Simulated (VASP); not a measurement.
A run of VASP 6.6.1 is set up as follows.

The input POSCAR:

```
SiC
1.0
   -1.5387796673     -2.6652445653      0.0000000000
    1.5387796672     -2.6652445654      0.0000000000
   -0.0000000001     -3.1092743099     10.0767691650
Si C
4 4
Direct
   -0.0131688100     -0.0131688100      0.5940376193
    0.6118145233      0.6118145233      0.0940376193
   -0.2007095530     -0.2007095530      0.3440931819
   -0.4923595530     -0.4923595530      0.8440931819
    0.0965111977      0.0965111977      0.4060040042
    0.1381945310      0.1381945310      0.9060040042
    0.9086177753     -0.0913822247      0.1566641945
    0.6169677753     -0.3830322247      0.6566641945
```

The input INCAR.step1:

```
PREC = Accurate
ENCUT = 520
ISMEAR = 0
SIGMA = 0.05
LREAL = False
LASPH = True
NELM = 100
NBANDS = 26
GGA = PE
ALGO = Normal
EDIFF = 1E-4
LWAVE = True
LCHARG = False
```

File INCAR.step2:

```
PREC = Accurate
ENCUT = 520
EDIFF = 1E-6
ISMEAR = 0
SIGMA = 0.05
LREAL = False
LASPH = True
NELM = 100
ALGO = Normal
ISIF = 2
LWAVE = False
LCHARG = False
METAGGA = R2SCAN
LMIXTAU = True
NBANDS = 26
ISTART = 1
```

Contents of KPOINTS:

```
regular mesh
0
Gamma
  8 8 3
```

Potentials or basis: VASP PAW PBE potentials, release 64 (Si, C).

Launch:

```console
$ cat potpaw_PBE.64/Si/POTCAR potpaw_PBE.64/C/POTCAR > POTCAR
$ cp INCAR.step1 INCAR
$ mpirun -np 1 vasp_std > vasp.out
$ cp INCAR.step2 INCAR
$ mpirun -np 1 vasp_std > vasp.out
```

(1) Predict the pressure.

(2) Estimate the band gap on the k mesh.

(3) Predict the largest force.

## Answers

(1) -0.6 GPa.

(2) 0.71 eV (least direct gap 1.21 eV).

(3) 2.012 eV/Å.

Caveat: the PAW data sets were made with another functional, which shifts forces and pressure a little; an odd mesh through Γ misses points on the zone boundary, where band edges can lie.
